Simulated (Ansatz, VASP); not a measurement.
# Two plane-wave programs on P

```
P
1.0
     2.55877    0.00000    0.00000
    -1.27938    2.21596    0.00000
     0.00000    0.00000    9.55397
P
4
Direct
  0.00000 0.00000 0.00000
  0.00000 0.00000 0.50000
  0.33333 0.66667 0.25000
  0.66667 0.33333 0.75000
```

Alike in both runs: task single point; functional PBE; k mesh 15 × 15 × 4; occupations fermi-dirac, width 0.1 eV; no spin polarisation.

|  | VASP | Ansatz |
| --- | --- | --- |
| version | VASP 6.6.1 | Ansatz 0.2.0 |
| potentials or method | VASP PAW PBE potentials, release 64 (P), cutoff 520 eV | plane waves (420 eV) with PAW, scalar-relativistic |
| valence electrons in the cell | 20 | 20 |

|  | VASP | Ansatz | Ansatz less VASP |
| --- | --- | --- | --- |
| pressure (GPa) | 8.4 | 8.6 | +0.25 |
| traceless stress, the component that is largest in VASP (GPa) | -1.67 | -1.75 | -0.079 |

With one functional, cell and mesh, what is left measures potentials, basis and numerics.
